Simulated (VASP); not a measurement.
# KAlAs3 (P6_3/mmc) in VASP: notebook, part 2 of 2

VASP 6.6.1. Earlier steps stand in the parts before.

## (4) Single point, PBE

This run uses another cell than the first one, of 24.10 Å³/atom.

INCAR reads:

```
SYSTEM = KAlAs3
  ALGO = Fast
  EDIFF = 1E-7
  ENCUT = 520
  GGA = PE
  ISIF = 2
  ISMEAR = 0
  LASPH = .True.
  LCHARG = .True.
  LELF = .True.
  LREAL = .False.
  LVHAR = .True.
  LWAVE = .False.
  NBANDS = 38
  NELM = 100
  PREC = Accurate
  SIGMA = 0.1
```

KPOINTS reads:

```
k-points
0
Gamma
  6 6 6
  0 0 0
```

POSCAR reads:

```
KAlAs3
1.0
    6.2020064336      0.0000000000      0.0000000000
   -3.1010032168      5.3710951259      0.0000000000
    0.0000000000      0.0000000000      7.2336618275
K Al As
2 2 6
Direct
    0.3333333333      0.6666666667      0.7500000000
    0.6666666667      0.3333333333      0.2500000000
    0.0000000000      0.0000000000      0.5000000000
    0.0000000000      0.0000000000      0.0000000000
    0.1863327130      0.3726654261      0.2500000000
    0.8136672870      0.1863327130      0.7500000000
    0.8136672870      0.6273345739      0.7500000000
    0.1863327130      0.8136672870      0.2500000000
    0.6273345739      0.8136672870      0.2500000000
    0.3726654261      0.1863327130      0.7500000000
```

Potentials or basis: VASP PAW PBE potentials, release 64 (K_sv, Al, As).

On the command line:

```
> cat potpaw_PBE.64/K_sv/POTCAR potpaw_PBE.64/Al/POTCAR potpaw_PBE.64/As/POTCAR > POTCAR
> mpirun -np 1 vasp_std > vasp.out
```

OUTCAR:

```text
SYSTEM = KAlAs3
   EDIFF = 1E-7
   ENCUT = 520
   GGA = PE
   ISIF = 2
   ISMEAR = 0
   LASPH = .True.
   LREAL = .False.
   NELM = 100
   PREC = Accurate

 ion  position               nearest neighbor table
   1  0.333  0.667  0.750-  10 3.11   7 3.11   6 3.11   6 3.11  10 3.11   7 3.11
   2  0.667  0.333  0.250-   9 3.11   5 3.11   8 3.11   8 3.11   9 3.11   5 3.11
   3  0.000  0.000  0.500-   6 2.70   8 2.70   7 2.70   5 2.70   9 2.70  10 2.70
   4  0.000  0.000  0.000-   6 2.70   8 2.70   7 2.70   5 2.70   9 2.70  10 2.70
   5  0.186  0.373  0.250-   3 2.70   4 2.70   8 2.74   9 2.74   2 3.11   2 3.11
   6  0.814  0.186  0.750-   3 2.70   4 2.70   7 2.74  10 2.74   1 3.11   1 3.11
   7  0.814  0.627  0.750-   3 2.70   4 2.70   6 2.74  10 2.74   1 3.11   1 3.11
   8  0.186  0.814  0.250-   3 2.70   4 2.70   5 2.74   9 2.74   2 3.11   2 3.11
   9  0.627  0.814  0.250-   3 2.70   4 2.70   5 2.74   8 2.74   2 3.11   2 3.11
  10  0.373  0.186  0.750-   3 2.70   4 2.70   7 2.74   6 2.74   1 3.11   1 3.11

  LATTYP: Found a hexagonal cell.
 ALAT       =     6.2020064336
 C/A-ratio  =     1.1663421999

  Lattice vectors:

 A1 = (   6.2020064336,   0.0000000000,   0.0000000000)
 A2 = (  -3.1010032168,   5.3710951259,   0.0000000000)
[... 203 lines left out ...]
 k-point     1 :       0.0000    0.0000    0.0000
  band No.  band energies     occupation
      1     -26.5301      2.00000
      2     -26.5281      2.00000
      3     -10.1947      2.00000
      4     -10.1947      2.00000
      5     -10.1764      2.00000
      6     -10.1764      2.00000
[... 973 lines left out ...]
     37       8.1413      0.00000
     38       8.1414      0.00000

 [... further k-points ...]
[... 5 lines left out ...]
  --------------------------------------------------------------------------------------
  -------------------------------------------------------------------------------------
  Total        0.2467311      0.2467311      0.1461243      0.0000000     -0.0000000      0.0000000
  in kB        1.6405186      1.6405186      0.9715829      0.0000000     -0.0000000      0.0000000
  external PRESSURE =       1.4175401 kB  Pullay stress =       0.0000000 kB

 VOLUME and BASIS-vectors are now :
 -----------------------------------------------------------------------------
  energy-cutoff  :      520.00
  volume of cell :      240.96
      direct lattice vectors                 reciprocal lattice vectors
     6.202006434  0.000000000  0.000000000     0.161238143  0.093090885  0.000000000
    -3.101003217  5.371095126  0.000000000     0.000000000  0.186181770  0.000000000
     0.000000000  0.000000000  7.233661827     0.000000000  0.000000000  0.138242570

 POSITION                                       TOTAL-FORCE (eV/Angst)
 -----------------------------------------------------------------------------------
     -0.00000      3.58073      5.42525         0.000000     -0.000000      0.000000
      3.10100      1.79037      1.80842         0.000000     -0.000000      0.000000
      0.00000      0.00000      3.61683         0.000000     -0.000000      0.000000
      0.00000      0.00000      0.00000         0.000000     -0.000000      0.000000
     -0.00000      2.00162      1.80842        -0.000000     -0.004407     -0.000000
      4.46855      1.00081      5.42525         0.003816     -0.002203     -0.000000
      3.10100      3.36947      5.42525         0.000000      0.004407      0.000000
     -1.36755      4.37028      1.80842        -0.003816      0.002203      0.000000
      1.36755      4.37028      1.80842         0.003816      0.002203      0.000000
      1.73346      1.00081      5.42525        -0.003816     -0.002203     -0.000000
 -----------------------------------------------------------------------------------
    total drift:                                0.000000     -0.000000      0.000000

  FREE ENERGIE OF THE ION-ELECTRON SYSTEM (eV)
  ---------------------------------------------------
  free  energy   TOTEN  =       -38.5756774873 eV

  energy  without entropy=      -38.5569746696  energy(sigma->0) =      -38.56632608
```

OSZICAR:

```text
N       E                     dE             d eps       ncg     rms          rms(c)
DAV:   1     0.277758659640E+03    0.27776E+03   -0.22029E+04  2128   0.120E+03
DAV:   2    -0.140200924787E+02   -0.29178E+03   -0.28318E+03  2588   0.265E+02
DAV:   3    -0.380184783161E+02   -0.23998E+02   -0.23746E+02  3144   0.657E+01
DAV:   4    -0.387961571096E+02   -0.77768E+00   -0.77555E+00  3110   0.108E+01
[... 13 lines left out ...]
RMM:  18    -0.385756767959E+02    0.12573E-05   -0.11252E-05  3509   0.101E-02    0.296E-03
RMM:  19    -0.385756775825E+02   -0.78659E-06   -0.48961E-06  3178   0.615E-03    0.353E-03
RMM:  20    -0.385756769829E+02    0.59961E-06   -0.32872E-06  3421   0.588E-03    0.163E-03
RMM:  21    -0.385756774061E+02   -0.42319E-06   -0.14865E-06  2515   0.380E-03    0.153E-04
RMM:  22    -0.385756774873E+02   -0.81207E-07   -0.78454E-07  2229   0.296E-03
   1 F= -.38575677E+02 E0= -.38566326E+02  d E =-.187028E-01
```

Wall time 12 min (1 thread of Oxide Virtual Turin-like, shared host); peak memory 0.44 GiB.

Results:

```yaml
Free_energy: -38.5757 eV
Pressure: 0.1 GPa
Largest_force: 0.004 eV/Å
Band_gap_on_the_k_mesh: zero (bands 27 and 28 overlap by 2.25 eV)
```

Forces on the atoms (eV/Å):
```
K    0.000  0.000  0.000
K    0.000  0.000  0.000
Al   0.000  0.000  0.000
Al   0.000  0.000  0.000
As   0.000 -0.004  0.000
As   0.004 -0.002  0.000
As   0.000  0.004  0.000
As  -0.004  0.002  0.000
As   0.004  0.002  0.000
As  -0.004 -0.002  0.000
```

## (5) Relaxation of cell and atoms, PBE

INCAR reads:

```
PREC = Accurate ; ENCUT = 600
EDIFF = 1E-7 ; ISMEAR = 0
SIGMA = 0.1 ; LREAL = False
LASPH = True ; NELM = 60
ALGO = Normal ; ISIF = 3
LWAVE = False ; LCHARG = False
GGA = PE ; IBRION = 2
NSW = 90 ; EDIFFG = -0.04
```

KPOINTS reads:

```
Automatic mesh
0
Gamma
  3 3 4
```

POSCAR reads:

```
KAlAs3
1.0
    6.7924208889      0.0000000000      0.0000000000
   -3.3962104444      5.8824090429      0.0000000000
    0.0000000000      0.0000000000      5.8031162479
K Al As
2 2 6
Direct
    0.3333333333      0.6666666667      0.7500000000
    0.6666666667      0.3333333333      0.2500000000
    0.0000000000      0.0000000000      0.5000000000
    0.0000000000      0.0000000000      0.0000000000
    0.1460000000      0.2919999999      0.2500000000
    0.8540000000      0.1460000000      0.7500000000
    0.8540000000      0.7080000001      0.7500000000
    0.1460000000      0.8540000000      0.2500000000
    0.7080000001      0.8540000000      0.2500000000
    0.2919999999      0.1460000000      0.7500000000
```

On the command line:

```
> cat potpaw_PBE.64/K_sv/POTCAR potpaw_PBE.64/Al/POTCAR potpaw_PBE.64/As/POTCAR > POTCAR
> mpirun -np 1 vasp_std > vasp.out
```

Wall time 60 min (1 thread of Oxide Virtual Turin-like, shared host); peak memory 0.41 GiB.

Results (log left out):

```yaml
Free_energy: -38.0469 eV
Relaxed_volume: 24.05 Å³/atom
Relaxed_cell: a = 6.648 Å, b = 6.648 Å, c = 6.284 Å, α = 90.00°, β = 90.00°, γ = 120.00°
Space_group_after_relaxing_to_0.1_Å: P6_3/mmc (No. 194)
Energy_gained_by_relaxing: 665.0 meV/atom
Ionic_steps: 31
Pressure_after_relaxing: 0.0 GPa
Largest_force_after_relaxing: 0.033 eV/Å
Band_gap_on_the_k_mesh: zero (bands 27 and 28 overlap by 0.84 eV)
```

Forces on the atoms (eV/Å):
```
K    0.000  0.000  0.000
K    0.000  0.000  0.000
Al   0.000  0.000  0.000
Al   0.000  0.000  0.000
As   0.000 -0.033  0.000
As   0.029 -0.017  0.000
As   0.000  0.033  0.000
As  -0.029  0.017  0.000
As   0.029  0.017  0.000
As  -0.029 -0.017  0.000
```

The path:
```
step  energy change (eV)  largest force (eV/Å)  pressure (GPa)  volume (Å³)
   1              0.0000                4.7372           19.23       231.87
   2             -3.1934                0.6321           -6.20       337.98
   3             -4.5410                0.4917           -1.41       289.74
   4             -4.5420                0.5387           -1.20       288.50
   5             -4.6956                0.5711           -1.02       281.47
   6             -5.1248                0.6871           -0.11       260.90
   7             -5.6686                1.1942            4.63       222.22
   8             -5.3813                0.8514            9.95       204.21
   9             -5.6548                1.2054            5.39       218.98
  10             -5.7109                1.1557            5.46       218.14
  11             -5.8449                0.9596            5.86       215.62
  12             -5.8557                0.2495            7.64       210.57
  13             -5.9017                0.6720            6.59       213.12
  14             -6.0145                0.6147            5.81       215.51
  15             -6.2796                0.4528            3.68       222.78
  16             -6.5251                0.2807            0.41       237.81
  17             -6.5405                0.2664           -0.31       242.10
  18             -6.5412                0.2636           -0.49       243.20
  19             -6.5491                0.2349           -0.40       242.91
  20             -6.5667                0.1398           -0.10       242.03
  21             -6.5732                0.0283            0.57       240.28
  22             -6.5749                0.0184            0.35       240.81
  23             -6.5856                0.0143            0.22       241.66
  24             -6.6071                0.0501           -0.14       244.19
  25             -6.5840                0.3429           -0.53       249.10
  26             -6.6099                0.1045           -0.23       245.29
  27             -6.6292                0.0648           -0.25       244.33
  28             -6.6480                0.0008           -0.35       242.33
  29             -6.6481                0.0034           -0.34       242.47
  30             -6.6488                0.0582            0.30       238.93
  31             -6.6501                0.0331            0.01       240.50
```

Final structure:
```
K Al As
1.0
     6.64776    0.00000    0.00000
    -3.32388    5.75713    0.00000
     0.00000    0.00000    6.28398
K Al As
2 2 6
Cartesian
  0.0000 3.8381 4.7130
  3.3239 1.9190 1.5710
  0.0000 0.0000 3.1420
  0.0000 0.0000 0.0000
  0.0000 2.3172 1.5710
  4.6410 1.1586 4.7130
  3.3239 3.4399 4.7130
  -1.3171 4.5985 1.5710
  1.3171 4.5985 1.5710
  2.0068 1.1586 4.7130
```

Levels at points of the mesh, in eV from the Fermi level:
| k point | band 23 | band 24 | band 25 | band 26 | band 27 | band 28 | band 29 | band 30 | band 31 | band 32 |
| --- | --- | --- | --- | --- | --- | --- | --- | --- | --- | --- |
| (0.00, 0.00, 0.00) | -2.00 | -1.23 | -0.49 | -0.49 | -0.03 | 1.15 | 1.59 | 2.33 | 2.33 | 2.62 |
| (0.00, 0.00, 0.50) | -0.16 | -0.16 | -0.16 | -0.16 | 0.52 | 0.52 | 2.12 | 2.12 | 2.23 | 2.23 |

## (6) The runs side by side

| task | cell | k mesh | cutoff (eV) | gap on the mesh (eV) | pressure (GPa) | largest force (eV/Å) |
| --- | --- | --- | --- | --- | --- | --- |
| single point | a = 6.792, b = 6.792, c = 5.803 Å, angles 90.0, 90.0, 120.0°, 10 atoms, atomic positions A | 3 × 3 × 4 | 520 | none | 19.2 | 4.74 |
| single point | a = 6.629, b = 6.629, c = 6.269 Å, angles 90.0, 90.0, 120.0°, 10 atoms, atomic positions B | 3 × 3 × 4 | 520 | none | 0.3 | 0.03 |
| single point | a = 6.202, b = 6.202, c = 7.234 Å, angles 90.0, 90.0, 120.0°, 10 atoms, atomic positions C | 6 × 6 × 6 | 520 | none | 0.1 | - |
| relaxation of cell and atoms | relaxed from a = 6.792, b = 6.792, c = 5.803 Å, angles 90.0, 90.0, 120.0°, 10 atoms, atomic positions A | 3 × 3 × 4 | 600 | none | 0.0 | 0.03 |

Alike in all rows: level PBE; potentials or basis VASP PAW PBE potentials, release 64 (K_sv, Al, As); no spin polarisation; smearing gaussian 0.1 eV.

Caveats: some runs use coarse meshes; the stress differs along the axes, from 16 to 25 GPa (at least some runs); forces of over 1 eV/Å act on the atoms, so gaps and moduli don't describe the material at rest (at least some runs).

Absolute energies hang on the potentials; compare differences alone.
